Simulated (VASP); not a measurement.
# Sc (P6_3/mmc) in VASP: notebook

Sc is run at these levels: PBEsol; tasks: single point.

All numbers are computed with VASP 6.6.1; they aren't measurements. Logs are shortened: lines on timing, memory, paths and dates and some standing lists are left out, and cuts for length are marked.

**1. The cell of the first run**

Symmetry: P6_3/mmc, No. 194, hexagonal system. Conventional cell: a = 3.291 Å, b = 3.291 Å, c = 5.333 Å, α = 90.00°, β = 90.00°, γ = 120.00°. Sc (site symmetry -6m2) has 12 Sc at 3.27 to 3.29 Å within 4.3 Å.

**2. Single point, PBEsol**

INCAR

```
SYSTEM = Sc
  PREC = Accurate
  ENCUT = 520
  EDIFF = 1E-7
  ISMEAR = 0
  SIGMA = 0.1
  LREAL = .FALSE.
  LASPH = .TRUE.
  NELM = 100
  ALGO = Fast
  ISIF = 2
  LWAVE = .FALSE.
  LCHARG = .FALSE.
  GGA = PS
  NBANDS = 18
```

KPOINTS

```
Automatic mesh
0
G
  6 6 4
  0 0 0
```

POSCAR

```
Sc
1.0
    3.2912249500      0.0000000000      0.0000000000
   -1.6456124800      2.8502844200      0.0000000000
    0.0000000000      0.0000000000      5.3325723900
Sc
2
Direct
    0.3333333300      0.6666666700      0.2500000000
    0.6666666700      0.3333333300      0.7500000000
```

Potentials or basis: VASP PAW PBE potentials, release 64 (Sc_sv).

Run with:

```
> cat potpaw_PBE.64/Sc_sv/POTCAR > POTCAR
> mpirun -np 1 vasp_std > vasp.out
```

OUTCAR:

```text
SYSTEM = Sc
   PREC = Accurate
   ENCUT = 520
   EDIFF = 1E-7
   ISMEAR = 0
   LREAL = .FALSE.
   LASPH = .TRUE.
   NELM = 100
   ISIF = 2
   GGA = PS

 ion  position               nearest neighbor table
   1  0.333  0.667  0.250-   2 3.27   2 3.27   2 3.27   2 3.27   2 3.27   2 3.27
   2  0.667  0.333  0.750-   1 3.27   1 3.27   1 3.27   1 3.27   1 3.27   1 3.27

  LATTYP: Found a hexagonal cell.
 ALAT       =     3.2912249500
 C/A-ratio  =     1.6202394157

  Lattice vectors:

 A1 = (   3.2912249500,   0.0000000000,   0.0000000000)
 A2 = (  -1.6456124800,   2.8502844200,   0.0000000000)
 A3 = (   0.0000000000,   0.0000000000,   5.3325723900)

Analysis of symmetry for initial positions (statically):
=====================================================================
 Subroutine PRICEL returns:
 Original cell was already a primitive cell.

 Routine SETGRP: Setting up the symmetry group for a
 hexagonal supercell.

 Subroutine GETGRP returns: Found 24 space group operations
 (whereof 12 operations were pure point group operations)
 out of a pool of 24 trial point group operations.

The static configuration has the point symmetry D_3d.
 The point group associated with its full space group is D_6h.

Analysis of symmetry for dynamics (positions and initial velocities):
=====================================================================
 Subroutine PRICEL returns:
 Original cell was already a primitive cell.

 Routine SETGRP: Setting up the symmetry group for a
 hexagonal supercell.

 Subroutine GETGRP returns: Found 24 space group operations
 (whereof 12 operations were pure point group operations)
 out of a pool of 24 trial point group operations.

The dynamic configuration has the point symmetry D_3d.
 The point group associated with its full space group is D_6h.

 Subroutine INISYM returns: Found 24 space group operations
 (whereof 12 operations are pure point group operations),
 and found     1 'primitive' translations

----------------------------------------------------------------------------------------

                                     Primitive cell

  volume of cell :      50.0245

  direct lattice vectors                    reciprocal lattice vectors
     3.291224950  0.000000000  0.000000000     0.303838241  0.175421091  0.000000000
    -1.645612480  2.850284420  0.000000000     0.000000000  0.350842180  0.000000000
     0.000000000  0.000000000  5.332572390     0.000000000  0.000000000  0.187526756

  length of vectors
[... 76 lines left out ...]
   ENCUT  =  520.0 eV  38.22 Ry    6.18 a.u.   6.12  6.12  9.92*2*pi/ulx,y,z
   NELM   =    100;   NELMIN=  2; NELMDL= -5     # of ELM steps
   EDIFF  = 0.1E-06   stopping-criterion for ELM
   LREAL  =      F    real-space projection
   EDIFFG = 0.1E-05   stopping-criterion for IOM
   NSW    =      0    number of steps for IOM
   IBRION =     -1    ionic relax: 0-MD 1-quasi-New 2-CG
   NFREE  =      0    steps in history (QN), initial steepest desc. (CG)
   ISIF   =      2    stress and relaxation
   ISYM   =      2    0-nonsym 1-usesym 2-fastsym
   POTIM  = 0.5000    time-step for ionic-motion
   TEBEG  =    0.0;   TEEND  =   0.0 temperature during run
   PSTRESS=    0.0 pullay stress
   NELECT =      22.0000    total number of electrons
   NUPDOWN=      -1.0000    fix difference up-down
   EMIN   =  10.00;   EMAX   =-10.00  energy-range for DOS
   EFERMI =   0.00;   METHOD = LEGACY
   ISMEAR =     0;   SIGMA  =   0.10  broadening in eV -4-tet -1-fermi 0-gaus
   EFERMI_NEDOS =   21; number of points for ismear=-14 and -15
   IALGO  =     68    algorithm
   IMIX   =      4    mixing-type and parameters
     AMIX     =   0.40;   BMIX     =  1.00
     AMIX_MAG =   1.60;   BMIX_MAG =  1.00
  volume/ion in A,a.u.               =      25.01       168.79
  Fermi-wavevector in a.u.,A,eV,Ry     =   1.244959  2.352630 21.087965  1.549922
  Thomas-Fermi vector in A             =   2.379202
   LORBIT       =      0    0 simple, 1 ext, 2 COOP (PROOUT), +10 PAW based schemes
   GGA     = PS    functional components
   LHFCALC =     F    Hartree Fock is set to
   AEXX    =    0.0000 exact exchange contribution
   IVDW    =     0    specifies the selected vdW correction
   LEPSILON=     F    determine dielectric tensor
   LRPA    =     F    only Hartree local field effects (RPA)
 non-spin polarized calculation
 RMM-DIIS sequential band-by-band and
 Gauss-broadening in eV      SIGMA  =   0.10
  energy-cutoff  :      520.00
  volume of cell :       50.02
 maximum number of plane-waves:      1364
   NGX = 13   NGY = 13   NGZ = 19

 number of electron      22.0000012 magnetization

 Free energy of the ion-electron system (eV)
  ---------------------------------------------------
  ext. energy  EPLUGINS =         0.00000000
  ---------------------------------------------------
  free energy    TOTEN  =       -13.19290089 eV

  energy without entropy =      -13.17472041  energy(sigma->0) =      -13.18381065

 E-fermi :   3.5020     XC(G=0):  -9.9311

 val. band max:        3.4604015678   @ k =   0.1667   0.0000   0.0000
 cond. band min:       3.5194944180   @ k =   0.5000   0.0000   0.5000
 fundamental gap:      0.0590928502
 Fermi energy:         3.5019662137

 k-point     1 :       0.0000    0.0000    0.0000
  band No.  band energies     occupation
      1     -45.7562      2.00000
      2     -45.6979      2.00000
      3     -24.6348      2.00000
      4     -24.3239      2.00000
      5     -24.3239      2.00000
      6     -24.2716      2.00000
[... 418 lines left out ...]
      5     -24.4929      2.00000
      6     -24.4929      2.00000
[... 10 lines left out ...]
     17       7.1060      0.00000
     18       7.1060      0.00000

------------------------ aborting loop because EDIFF is reached ----------------------------------------

  FORCE on cell =-STRESS in cart. coord.  units (eV):
  Direction    XX          YY          ZZ          XY          YZ          ZX
  --------------------------------------------------------------------------------------
  -------------------------------------------------------------------------------------
  Total       -0.5902786     -0.5902786     -1.5439581      0.0000000      0.0000000      0.0000000
  in kB      -18.9053670    -18.9053671    -49.4496894      0.0000000      0.0000000      0.0000000
  external PRESSURE =     -29.0868078 kB  Pullay stress =       0.0000000 kB

 VOLUME and BASIS-vectors are now :
 -----------------------------------------------------------------------------
  energy-cutoff  :      520.00
  volume of cell :       50.02
      direct lattice vectors                 reciprocal lattice vectors
     3.291224950  0.000000000  0.000000000     0.303838241  0.175421091  0.000000000
    -1.645612480  2.850284420  0.000000000     0.000000000  0.350842180  0.000000000
     0.000000000  0.000000000  5.332572390     0.000000000  0.000000000  0.187526756

 POSITION                                       TOTAL-FORCE (eV/Angst)
 -----------------------------------------------------------------------------------
     -0.00000      1.90019      1.33314         0.000000     -0.000000      0.000000
      1.64561      0.95009      3.99943        -0.000000      0.000000      0.000000
 -----------------------------------------------------------------------------------
    total drift:                               -0.000006      0.000003     -0.000000

  FREE ENERGIE OF THE ION-ELECTRON SYSTEM (eV)
  ---------------------------------------------------
  free  energy   TOTEN  =       -13.1929008928 eV

  energy  without entropy=      -13.1747204099  energy(sigma->0) =      -13.18381065
```

It took 10 s on 1 thread of Intel Xeon 6975P-C (Granite Rapids), shared host; peak memory 0.15 GiB.

Results:

- Free energy: -13.1929 eV
- Pressure: -2.9 GPa
- Band gap on the k mesh: zero (bands 11 and 12 overlap by 1.25 eV)

Caveat: the k points lie up to 0.37 Å⁻¹ apart, too coarse for converged energies and pressures of a metal; the PAW data sets were made with another functional, which shifts forces and pressure a little.

**3. Single point, PBEsol**

This run uses another cell than the first one, of 23.63 Å³/atom.

INCAR

```
ALGO = Normal
EDIFF = 1E-7
ENCUT = 520
GGA = PS
ISIF = 2
ISMEAR = 0
LASPH = T
LCHARG = F
LREAL = F
LWAVE = F
NBANDS = 18
NELM = 60
PREC = Accurate
SIGMA = 0.1
```

KPOINTS

```
k-points
0
Gamma
  15 15 8
```

POSCAR

```
Sc
1.0
    3.2770107222      0.0000000029      0.0000000000
   -1.6385053636      2.8379745325      0.0000000000
    0.0000000000      0.0000000000      5.0825630809
Sc
2
Direct
    0.3333333333      0.6666666667      0.2500000000
    0.6666666667      0.3333333333      0.7500000000
```

Potentials or basis: VASP PAW PBE potentials, release 64 (Sc_sv).

Run with:

```
> cat potpaw_PBE.64/Sc_sv/POTCAR > POTCAR
> mpirun -np 1 vasp_std > vasp.out
```

Run time: 29 s. Hardware: 1 thread of Intel Xeon 6975P-C (Granite Rapids), shared host; peak memory 0.22 GiB.

It converged, with:

```
Free energy            : -13.2210 eV
Pressure               : 0.0 GPa
Band gap on the k mesh : zero (bands 11 and 12 overlap by 1.58 eV)
```

Levels at points of the mesh, in eV from the Fermi level:
```csv
k point,band 9,band 10,band 11,band 12,band 13,band 14
"(0.00, 0.00, 0.00)",-5.21,-1.70,0.75,1.63,1.63,1.94
"(0.00, 0.00, 0.50)",-3.60,-3.60,1.02,1.02,1.54,1.54
```

Caveat: the PAW data sets were made with another functional, which shifts forces and pressure a little.

**4. Single point, PBEsol**

This run uses another cell than the first one, of 23.81 Å³/atom.

INCAR

```
PREC = Accurate
ENCUT = 520
EDIFF = 1E-7
ISMEAR = -1
SIGMA = 0.15
LREAL = False
LASPH = True
NELM = 100
ALGO = Fast
ISIF = 2
LWAVE = False
LCHARG = False
GGA = PS
NBANDS = 18
```

KPOINTS

```
regular mesh
0
Gamma
  15 15 8
```

POSCAR

```
Sc
1.0
    3.2741126630      0.0000000029      0.0000000000
   -1.6370563340      2.8354647396      0.0000000000
    0.0000000000      0.0000000000      5.1285108931
Sc
2
Direct
    0.3333333333      0.6666666667      0.2500000000
    0.6666666667      0.3333333333      0.7500000000
```

Potentials or basis: VASP PAW PBE potentials, release 64 (Sc_sv).

Run with:

```
> cat potpaw_PBE.64/Sc_sv/POTCAR > POTCAR
> mpirun -np 1 vasp_std > vasp.out
```

OUTCAR:

```text
PREC = Accurate
   ENCUT = 520
   EDIFF = 1E-7
   ISMEAR = -1
   LREAL = False
   LASPH = True
   NELM = 100
   ISIF = 2
   GGA = PS

 ion  position               nearest neighbor table
   1  0.333  0.667  0.250-   2 3.19   2 3.19   2 3.19   2 3.19   2 3.19   2 3.19
   2  0.667  0.333  0.750-   1 3.19   1 3.19   1 3.19   1 3.19   1 3.19   1 3.19

  LATTYP: Found a hexagonal cell.
 ALAT       =     3.2741126630
 C/A-ratio  =     1.5663819242

  Lattice vectors:

 A1 = (   3.2741126630,   0.0000000029,   0.0000000000)
 A2 = (  -1.6370563340,   2.8354647396,   0.0000000000)
 A3 = (   0.0000000000,   0.0000000000,   5.1285108931)

Analysis of symmetry for initial positions (statically):
=====================================================================
 Subroutine PRICEL returns:
 Original cell was already a primitive cell.

 Routine SETGRP: Setting up the symmetry group for a
 hexagonal supercell.

 Subroutine GETGRP returns: Found 24 space group operations
 (whereof 12 operations were pure point group operations)
 out of a pool of 24 trial point group operations.
[... 161 lines left out ...]
  free energy    TOTEN  =       -13.34644774 eV

  energy without entropy =      -13.09416530  energy(sigma->0) =      -13.22030652

 E-fermi :   3.7844     XC(G=0): -10.1319

 val. band max:        3.7813886320   @ k =   0.4667   0.0667   0.3750
 cond. band min:       3.7916521485   @ k =   0.4000   0.2000   0.3750
 fundamental gap:      0.0102635165
 Fermi energy:         3.7843821619

 k-point     1 :       0.0000    0.0000    0.0000
  band No.  band energies     occupation
      1     -45.3255      2.00000
      2     -45.2429      2.00000
      3     -24.2841      2.00000
      4     -23.8830      2.00000
      5     -23.8830      2.00000
      6     -23.8096      2.00000
[... 481 lines left out ...]
      5     -24.0419      2.00000
      6     -24.0304      2.00000
[... 10 lines left out ...]
     17       7.7297      0.00000
     18       7.8386      0.00000

 [... further k-points ...]

------------------------ aborting loop because EDIFF is reached ----------------------------------------

  FORCE on cell =-STRESS in cart. coord.  units (eV):
  Direction    XX          YY          ZZ          XY          YZ          ZX
  --------------------------------------------------------------------------------------
  -------------------------------------------------------------------------------------
  Total       -0.0014698     -0.0014698     -0.0022140     -0.0000000      0.0000000      0.0000000
  in kB       -0.0494595     -0.0494595     -0.0745028     -0.0000000      0.0000000      0.0000000
  external PRESSURE =      -0.0578073 kB  Pullay stress =       0.0000000 kB

 VOLUME and BASIS-vectors are now :
 -----------------------------------------------------------------------------
  energy-cutoff  :      520.00
  volume of cell :       47.61
      direct lattice vectors                 reciprocal lattice vectors
     3.274112663  0.000000003  0.000000000     0.305426264  0.176337936  0.000000000
    -1.637056334  2.835464740  0.000000000    -0.000000000  0.352675872  0.000000000
     0.000000000  0.000000000  5.128510893     0.000000000  0.000000000  0.194988374

 POSITION                                       TOTAL-FORCE (eV/Angst)
 -----------------------------------------------------------------------------------
     -0.00000      1.89031      1.28213        -0.000000     -0.000000      0.000000
      1.63706      0.94515      3.84638         0.000000      0.000000      0.000000
 -----------------------------------------------------------------------------------
    total drift:                               -0.000000      0.000000     -0.000000

  FREE ENERGIE OF THE ION-ELECTRON SYSTEM (eV)
  ---------------------------------------------------
  free  energy   TOTEN  =       -13.3464477392 eV

  energy  without entropy=      -13.0941653031  energy(sigma->0) =      -13.22030652
```

OSZICAR:

```text
N       E                     dE             d eps       ncg     rms          rms(c)
DAV:   1     0.353869656439E+03    0.35387E+03   -0.10943E+04  4860   0.130E+03
DAV:   2     0.518627814295E+01   -0.34868E+03   -0.34198E+03  5924   0.541E+02
DAV:   3    -0.144827316467E+02   -0.19669E+02   -0.18940E+02  7968   0.154E+02
DAV:   4    -0.148339076540E+02   -0.35118E+00   -0.34941E+00  7372   0.194E+01
DAV:   5    -0.148379900442E+02   -0.40824E-02   -0.40782E-02  8272   0.222E+00    0.815E+00
RMM:   6    -0.134474305981E+02    0.13906E+01   -0.19016E+00  5040   0.178E+01    0.271E+00
RMM:   7    -0.133649395190E+02    0.82491E-01   -0.35062E+00  6420   0.138E+01    0.141E+00
RMM:   8    -0.133387501881E+02    0.26189E-01   -0.19604E-01  5378   0.510E+00    0.541E-01
RMM:   9    -0.133449359046E+02   -0.61857E-02   -0.10931E-01  6751   0.193E+00    0.148E-01
RMM:  10    -0.133459621088E+02   -0.10262E-02   -0.18174E-02  7003   0.834E-01    0.543E-02
RMM:  11    -0.133463049896E+02   -0.34288E-03   -0.41754E-03  7257   0.436E-01    0.278E-02
RMM:  12    -0.133464093390E+02   -0.10435E-03   -0.11181E-03  7616   0.189E-01    0.626E-03
RMM:  13    -0.133464461796E+02   -0.36841E-04   -0.32645E-04  7649   0.104E-01    0.977E-03
RMM:  14    -0.133464511733E+02   -0.49938E-05   -0.68305E-05  7608   0.386E-02    0.917E-03
RMM:  15    -0.133464469772E+02    0.41962E-05   -0.23383E-05  6594   0.441E-02    0.273E-03
RMM:  16    -0.133464476660E+02   -0.68887E-06   -0.10035E-05  6652   0.174E-02    0.134E-03
RMM:  17    -0.133464478196E+02   -0.15358E-06   -0.20830E-06  6085   0.870E-03    0.115E-03
RMM:  18    -0.133464477392E+02    0.80400E-07   -0.65198E-07  5713   0.552E-03
   1 F= -.13346448E+02 E0= -.13220307E+02  d E =-.252282E+00
```

stdout:

```text
POSCAR found type information on POSCAR Sc
 POSCAR found :  1 types and       2 ions
 scaLAPACK will be used
 -----------------------------------------------------------------------------
|                                                                             |
|                                                                             |
|     You enforced a specific xc type in the INCAR file but a different       |
|     I HOPE YOU KNOW WHAT YOU ARE DOING!                                     |
|                                                                             |
 -----------------------------------------------------------------------------

 LDA part: xc-table for (Slater+PW92), standard interpolation
 POSCAR, INCAR and KPOINTS ok, starting setup
 FFT: planning ... GRIDC
 FFT: planning ... GRID_SOFT
 FFT: planning ... GRID
 WAVECAR not read
 entering main loop
```

Wall time 45 s (1 thread of Intel Xeon 6975P-C (Granite Rapids), shared host); peak memory 0.22 GiB.

Results:

```yaml
Free_energy: -13.3464 eV
Pressure: 0.0 GPa
Band_gap_on_the_k_mesh: zero (bands 11 and 12 overlap by 1.51 eV)
```

Caveat: the PAW data sets were made with another functional, which shifts forces and pressure a little.

**5. Summary**

| cell | k mesh | smearing | gap on the mesh (eV) | pressure (GPa) |
| --- | --- | --- | --- | --- |
| a = 3.291, b = 3.291, c = 5.333 Å, angles 90.0, 90.0, 120.0°, 2 atoms | 6 × 6 × 4 | gaussian 0.1 eV | none | -2.9 |
| a = 3.277, b = 3.277, c = 5.083 Å, angles 90.0, 90.0, 120.0°, 2 atoms | 15 × 15 × 8 | gaussian 0.1 eV | none | 0.0 |
| a = 3.274, b = 3.274, c = 5.129 Å, angles 90.0, 90.0, 120.0°, 2 atoms | 15 × 15 × 8 | fermi-dirac 0.15 eV | none | 0.0 |

Alike in all rows: task single point; level PBEsol; potentials or basis VASP PAW PBE potentials, release 64 (Sc_sv); no spin polarisation; cutoff (eV) 520.

Caveats: some runs use coarse meshes; the PAW data sets were made with another functional, which shifts forces and pressure a little.

Absolute energies hang on the potentials; compare differences alone.
